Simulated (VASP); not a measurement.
# I (Cmce) in VASP: single point with revPBE

Aim: the single point of I with revPBE.

Program: VASP 6.6.1. These are calculated values, not measurements. Logs are shortened: lines on timing, memory, paths and dates and some standing lists are left out, and cuts for length are marked.

### 1 The cell of the first run

Symmetry: Cmce, No. 64, orthorhombic system. The conventional cell has a = 11.738 Å, b = 4.926 Å, c = 9.914 Å, α = 90.00°, β = 90.00°, γ = 90.00°. Within 3.7 Å of I (site symmetry m) lie 3 I at 2.79 to 3.55 Å.

### 2 Single point, revPBE

INCAR

```
PREC = Accurate ; ENCUT = 520
EDIFF = 1E-7 ; ISMEAR = -1
SIGMA = 0.1 ; LREAL = F
LASPH = T ; NELM = 100
ALGO = Normal ; ISIF = 2
LWAVE = F ; LCHARG = T
GGA = RE ; LELF = T
LVHAR = T ; NBANDS = 22
```

KPOINTS

```
regular mesh
0
Gamma
  4 4 2
```

POSCAR

```
I
1.0
    5.8688005115     -2.4627839721      0.0000000000
    5.8688005115      2.4627839721      0.0000000000
    0.0000000000      0.0000000000      9.9141480547
I
4
Direct
    0.8548232511      0.1451767489      0.1209770687
    0.6451767489      0.3548232511      0.6209770687
    0.1451767489      0.8548232511      0.8790229313
    0.3548232511      0.6451767489      0.3790229313
```

Potentials or basis: VASP PAW PBE potentials, release 64 (I).

On the command line:

```sh
> cat potpaw_PBE.64/I/POTCAR > POTCAR
> mpirun -np 1 vasp_std > vasp.out
```

OUTCAR:

```text
PREC = Accurate
   ENCUT = 520
   EDIFF = 1E-7
   ISMEAR = -1
   LREAL = F
   LASPH = T
   NELM = 100
   ISIF = 2
   GGA = RE

 ion  position               nearest neighbor table
   1  0.855  0.145  0.121-   3 2.79   4 3.55   4 3.55
   2  0.645  0.355  0.621-   4 2.79   3 3.55   3 3.55
   3  0.145  0.855  0.879-   1 2.79   2 3.55   2 3.55
   4  0.355  0.645  0.379-   2 2.79   1 3.55   1 3.55

  LATTYP: Found a base centered orthorhombic cell.
 ALAT       =     4.9255679442
 B/A-ratio  =     2.3829944396
 C/A-ratio  =     2.0127928732

  Lattice vectors:

 A1 = (  -5.8688005115,  -2.4627839721,   0.0000000000)
 A2 = (   5.8688005115,  -2.4627839721,   0.0000000000)
 A3 = (   0.0000000000,   0.0000000000,   9.9141480547)

Analysis of symmetry for initial positions (statically):
=====================================================================
 Subroutine PRICEL returns:
 Original cell was already a primitive cell.

 Routine SETGRP: Setting up the symmetry group for a
 base centered orthorhombic supercell.

 Subroutine GETGRP returns: Found  8 space group operations
 (whereof  4 operations were pure point group operations)
 out of a pool of  8 trial point group operations.

The static configuration has the point symmetry C_2h.
 The point group associated with its full space group is D_2h.

Analysis of symmetry for dynamics (positions and initial velocities):
=====================================================================
 Subroutine PRICEL returns:
 Original cell was already a primitive cell.

 Routine SETGRP: Setting up the symmetry group for a
 base centered orthorhombic supercell.

 Subroutine GETGRP returns: Found  8 space group operations
 (whereof  4 operations were pure point group operations)
 out of a pool of  8 trial point group operations.

The dynamic configuration has the point symmetry C_2h.
 The point group associated with its full space group is D_2h.

 Subroutine INISYM returns: Found  8 space group operations
 (whereof  4 operations are pure point group operations),
 and found     1 'primitive' translations

----------------------------------------------------------------------------------------

                                     Primitive cell

  volume of cell :     286.5900

  direct lattice vectors                    reciprocal lattice vectors
     5.868800511 -2.462783972  0.000000000     0.085196285 -0.203022273  0.000000000
     5.868800511  2.462783972  0.000000000     0.085196285  0.203022273  0.000000000
     0.000000000  0.000000000  9.914148055     0.000000000  0.000000000  0.100865954

  length of vectors
     6.364599307  6.364599307  9.914148055     0.220173682  0.220173682  0.100865954

  position of ions in fractional coordinates (direct lattice)
     0.854823251  0.145176749  0.120977069
     0.645176749  0.354823251  0.620977069
     0.145176749  0.854823251  0.879022931
     0.354823251  0.645176749  0.379022931

  ion indices of the primitive-cell ions
   primitive index   ion index
                 1           1
                 2           2
                 3           3
                 4           4

----------------------------------------------------------------------------------------

 KPOINTS: regular mesh

Automatic generation of k-mesh.
 Grid dimensions read from file:
 generate k-points for:    4    4    2

 Generating k-lattice:

  Cartesian coordinates                     Fractional coordinates (reciprocal lattice)
     0.021299071 -0.050755568  0.000000000     0.250000000 -0.000000000  0.000000000
     0.021299071  0.050755568  0.000000000    -0.000000000  0.250000000  0.000000000
     0.000000000  0.000000000  0.050432977     0.000000000  0.000000000  0.500000000

  Length of vectors
     0.055043421  0.055043421  0.050432977

  Shift w.r.t. Gamma in fractional coordinates (k-lattice)
     0.000000000  0.000000000  0.000000000

 Subroutine IBZKPT returns following result:
 ===========================================

 Found     14 irreducible k-points:

 Following reciprocal coordinates:
            Coordinates               Weight
  0.000000  0.000000  0.000000      1.000000
  0.250000  0.000000  0.000000      4.000000
  0.500000  0.000000  0.000000      2.000000
  0.250000  0.250000  0.000000      2.000000
  0.500000  0.250000  0.000000      4.000000
 -0.250000  0.250000  0.000000      2.000000
  0.500000  0.500000  0.000000      1.000000
  0.000000  0.000000  0.500000      1.000000
  0.250000  0.000000  0.500000      4.000000
  0.500000  0.000000  0.500000      2.000000
  0.250000  0.250000  0.500000      2.000000
  0.500000  0.250000  0.500000      4.000000
 -0.250000  0.250000  0.500000      2.000000
  0.500000  0.500000  0.500000      1.000000
   k-points           NKPTS =     14   k-points in BZ     NKDIM =     14   number of bands    NBANDS=     22
   number of dos      NEDOS =    301   number of ions     NIONS =      4
   total plane-waves  NPLWV = 184320
   dimension x,y,z NGX =    48 NGY =   48 NGZ =   80
   dimension x,y,z NGXF=    96 NGYF=   96 NGZF=  160
   ions per type =               4
   NGX,Y,Z   is equivalent  to a cutoff of  12.54, 12.54, 13.41 a.u.
   NGXF,Y,Z  is equivalent  to a cutoff of  25.08, 25.08, 26.83 a.u.
 SYSTEM =  unknown system
   PREC   = accura    normal or accurate (medium, high low for compatibility)
   ISTART =      0    job   : 0-new  1-cont  2-samecut
   ICHARG =      2    charge: 1-file 2-atom 10-const
   ISPIN  =      1    spin polarized calculation?
   LNONCOLLINEAR =      F non collinear calculations
   LSORBIT =      F    spin-orbit coupling
   LASPH  =      T    aspherical Exc in radial PAW
   ENCUT  =  520.0 eV  38.22 Ry    6.18 a.u.  11.83 11.83 18.43*2*pi/ulx,y,z
   NELM   =    100;   NELMIN=  2; NELMDL= -5     # of ELM steps
   EDIFF  = 0.1E-06   stopping-criterion for ELM
   LREAL  =      F    real-space projection
   EDIFFG = 0.1E-05   stopping-criterion for IOM
   NSW    =      0    number of steps for IOM
   IBRION =     -1    ionic relax: 0-MD 1-quasi-New 2-CG
   NFREE  =      0    steps in history (QN), initial steepest desc. (CG)
   ISIF   =      2    stress and relaxation
   ISYM   =      2    0-nonsym 1-usesym 2-fastsym
   POTIM  = 0.5000    time-step for ionic-motion
   TEBEG  =    0.0;   TEEND  =   0.0 temperature during run
   PSTRESS=    0.0 pullay stress
   NELECT =      28.0000    total number of electrons
   NUPDOWN=      -1.0000    fix difference up-down
   EMIN   =  10.00;   EMAX   =-10.00  energy-range for DOS
   EFERMI =   0.00;   METHOD = LEGACY
   ISMEAR =    -1;   SIGMA  =   0.10  broadening in eV -4-tet -1-fermi 0-gaus
   EFERMI_NEDOS =   21; number of points for ismear=-14 and -15
   IALGO  =     38    algorithm
   IMIX   =      4    mixing-type and parameters
     AMIX     =   0.40;   BMIX     =  1.00
     AMIX_MAG =   1.60;   BMIX_MAG =  1.00
  volume/ion in A,a.u.               =      71.65       483.50
  Fermi-wavevector in a.u.,A,eV,Ry     =   0.754004  1.424862  7.735218  0.568522
  Thomas-Fermi vector in A             =   1.851573
   LORBIT       =      0    0 simple, 1 ext, 2 COOP (PROOUT), +10 PAW based schemes
   GGA     = RE    functional components
   LHFCALC =     F    Hartree Fock is set to
   AEXX    =    0.0000 exact exchange contribution
   IVDW    =     0    specifies the selected vdW correction
   LEPSILON=     F    determine dielectric tensor
   LRPA    =     F    only Hartree local field effects (RPA)
 non-spin polarized calculation
  energy-cutoff  :      520.00
  volume of cell :      286.59
 maximum number of plane-waves:      7735
   NGX = 23   NGY = 23   NGZ = 37

 number of electron      27.9999999 magnetization

 Free energy of the ion-electron system (eV)
  ---------------------------------------------------
  ext. energy  EPLUGINS =         0.00000000
  ---------------------------------------------------
  free energy    TOTEN  =        -5.30378040 eV

  energy without entropy =       -5.30177358  energy(sigma->0) =       -5.30277699

 E-fermi :  -0.4079     XC(G=0):  -5.5138

 val. band max:       -1.0426836901   @ k =   0.0000   0.0000   0.0000
 cond. band min:       0.1525654677   @ k =   0.0000   0.0000   0.0000
 fundamental gap:      1.1952491578
 Fermi energy:        -0.4079176504

 k-point     1 :       0.0000    0.0000    0.0000
  band No.  band energies     occupation
      1     -13.9489      2.00000
      2     -13.4799      2.00000
      3     -12.3460      2.00000
      4     -11.5259      2.00000
      5      -4.9968      2.00000
      6      -4.0431      2.00000
[... 14 lines left out ...]
     21       6.1534      0.00000
     22       6.3630      0.00000

 k-point     2 :       0.2500    0.0000    0.0000
  band No.  band energies     occupation
      1     -13.8436      2.00000
      2     -13.5036      2.00000
      3     -12.2507      2.00000
      4     -11.6818      2.00000
      5      -5.0333      2.00000
      6      -4.4774      2.00000
[... 14 lines left out ...]
     21       6.0070      0.00000
     22       6.2381      0.00000

 k-point     3 :       0.5000    0.0000    0.0000
  band No.  band energies     occupation
      1     -13.6312      2.00000
      2     -13.6312      2.00000
      3     -11.9972      2.00000
      4     -11.9972      2.00000
      5      -5.0037      2.00000
      6      -5.0037      2.00000
[... 14 lines left out ...]
     21       7.4045      0.00000
     22       7.4144      0.00000

 k-point     4 :       0.2500    0.2500    0.0000
  band No.  band energies     occupation
      1     -13.9472      2.00000
      2     -13.4789      2.00000
      3     -12.3445      2.00000
      4     -11.5257      2.00000
      5      -4.9941      2.00000
      6      -4.0454      2.00000
[... 14 lines left out ...]
     21       6.0827      0.00000
     22       6.2317      0.00000

 k-point     5 :       0.5000    0.2500    0.0000
  band No.  band energies     occupation
      1     -13.8416      2.00000
      2     -13.5027      2.00000
      3     -12.2488      2.00000
      4     -11.6820      2.00000
      5      -5.0303      2.00000
      6      -4.4803      2.00000
[... 14 lines left out ...]
     21       6.4201      0.00000
     22       6.9109      0.00000

 k-point     6 :      -0.2500    0.2500    0.0000
  band No.  band energies     occupation
      1     -13.6317      2.00000
      2     -13.6308      2.00000
      3     -11.9980      2.00000
      4     -11.9965      2.00000
      5      -5.0055      2.00000
      6      -5.0019      2.00000
[... 14 lines left out ...]
     21       6.4914      0.00000
     22       6.7316      0.00000

 k-point     7 :       0.5000    0.5000    0.0000
  band No.  band energies     occupation
      1     -13.9455      2.00000
      2     -13.4778      2.00000
      3     -12.3430      2.00000
      4     -11.5256      2.00000
      5      -4.9915      2.00000
      6      -4.0476      2.00000
[... 14 lines left out ...]
     21       6.2108      0.00000
     22       6.2554      0.00000

 k-point     8 :       0.0000    0.0000    0.5000
  band No.  band energies     occupation
      1     -13.7608      2.00000
      2     -13.7608      2.00000
      3     -11.8981      2.00000
      4     -11.8981      2.00000
      5      -4.5872      2.00000
      6      -4.5872      2.00000
[... 14 lines left out ...]
     21       6.7392      0.00000
     22       6.7393      0.00000

 k-point     9 :       0.2500    0.0000    0.5000
  band No.  band energies     occupation
      1     -13.6984      2.00000
      2     -13.6984      2.00000
      3     -11.9452      2.00000
      4     -11.9452      2.00000
      5      -4.7445      2.00000
      6      -4.7445      2.00000
[... 14 lines left out ...]
     21       6.2278      0.00000
     22       6.2278      0.00000

 k-point    10 :       0.5000    0.0000    0.5000
  band No.  band energies     occupation
      1     -13.6307      2.00000
      2     -13.6307      2.00000
      3     -11.9990      2.00000
      4     -11.9990      2.00000
      5      -4.8101      2.00000
      6      -4.8101      2.00000
[... 14 lines left out ...]
     21       6.8956      0.00000
     22       6.8969      0.00000

 k-point    11 :       0.2500    0.2500    0.5000
  band No.  band energies     occupation
      1     -13.7593      2.00000
      2     -13.7593      2.00000
      3     -11.8973      2.00000
      4     -11.8973      2.00000
      5      -4.5866      2.00000
      6      -4.5866      2.00000
[... 14 lines left out ...]
     21       6.4397      0.00000
     22       6.4397      0.00000

 k-point    12 :       0.5000    0.2500    0.5000
  band No.  band energies     occupation
      1     -13.6968      2.00000
      2     -13.6968      2.00000
      3     -11.9446      2.00000
      4     -11.9446      2.00000
      5      -4.7438      2.00000
      6      -4.7438      2.00000
[... 14 lines left out ...]
     21       6.2202      0.00000
     22       6.2202      0.00000

 k-point    13 :      -0.2500    0.2500    0.5000
  band No.  band energies     occupation
      1     -13.6307      2.00000
      2     -13.6307      2.00000
      3     -11.9990      2.00000
      4     -11.9990      2.00000
      5      -4.8101      2.00000
      6      -4.8101      2.00000
[... 14 lines left out ...]
     21       6.0690      0.00000
     22       6.0690      0.00000

 k-point    14 :       0.5000    0.5000    0.5000
  band No.  band energies     occupation
      1     -13.7578      2.00000
      2     -13.7578      2.00000
      3     -11.8966      2.00000
      4     -11.8966      2.00000
      5      -4.5860      2.00000
      6      -4.5860      2.00000
[... 14 lines left out ...]
     21       6.4234      0.00000
     22       6.4236      0.00000

------------------------ aborting loop because EDIFF is reached ----------------------------------------

  FORCE on cell =-STRESS in cart. coord.  units (eV):
  Direction    XX          YY          ZZ          XY          YZ          ZX
  --------------------------------------------------------------------------------------
  -------------------------------------------------------------------------------------
  Total        0.0411986     -0.0517380     -0.0616344      0.0000000     -0.0000000      0.0000000
  in kB        0.2303200     -0.2892406     -0.3445662      0.0000000     -0.0000000      0.0000000
  external PRESSURE =      -0.1344956 kB  Pullay stress =       0.0000000 kB

 VOLUME and BASIS-vectors are now :
 -----------------------------------------------------------------------------
  energy-cutoff  :      520.00
  volume of cell :      286.59
      direct lattice vectors                 reciprocal lattice vectors
     5.868800511 -2.462783972  0.000000000     0.085196285 -0.203022273  0.000000000
     5.868800511  2.462783972  0.000000000     0.085196285  0.203022273  0.000000000
     0.000000000  0.000000000  9.914148055     0.000000000  0.000000000  0.100865954

 POSITION                                       TOTAL-FORCE (eV/Angst)
 -----------------------------------------------------------------------------------
      5.86880     -1.74771      1.19938         0.000000     -0.016915     -0.018597
      5.86880     -0.71508      6.15646         0.000000      0.016915     -0.018597
      5.86880      1.74771      8.71476         0.000000      0.016915      0.018597
      5.86880      0.71508      3.75769         0.000000     -0.016915      0.018597
 -----------------------------------------------------------------------------------
    total drift:                                0.000000     -0.000000     -0.000000

  FREE ENERGIE OF THE ION-ELECTRON SYSTEM (eV)
  ---------------------------------------------------
  free  energy   TOTEN  =        -5.3037804032 eV

  energy  without entropy=       -5.3017735828  energy(sigma->0) =       -5.30277699
```

Run time: 4.4 min. Hardware: 1 thread of AMD EPYC 7R43 (Zen 3), shared host; peak memory 0.4 GiB.

Results:

```
Free energy            : -5.3038 eV
Pressure               : 0.0 GPa
Largest force          : 0.025 eV/Å
Band gap on the k mesh : 1.20 eV
```

Forces in eV/Å, atoms in the order of the input:
```
I    0.000 -0.017 -0.019
I    0.000  0.017 -0.019
I    0.000  0.017  0.019
I    0.000 -0.017  0.019
```

Levels at points of the mesh, in eV from the valence-band top:
```tsv
k point	band 12	band 13	band 14	band 15	band 16	band 17
(0.00, 0.00, 0.00)	-0.80	-0.32	0.00	1.20	1.82	4.73
(0.50, 0.00, 0.00)	-1.03	-0.50	-0.50	2.07	2.07	5.99
(0.50, 0.50, 0.00)	-0.92	-0.32	-0.01	1.20	1.82	5.77
(0.00, 0.00, 0.50)	-0.83	-0.33	-0.33	1.41	1.41	5.15
(0.50, 0.00, 0.50)	-0.51	-0.04	-0.04	1.57	1.57	6.23
(0.50, 0.50, 0.50)	-0.83	-0.38	-0.38	1.41	1.41	6.64
```

Caveat: this functional lacks dispersion, which holds the molecules together, so the pressure and a relaxed volume are unreliable; the PAW data sets were made with another functional, which shifts forces and pressure a little; spin-orbit coupling is left out, which moves the levels of the heavy elements. A k mesh can miss the band edges.
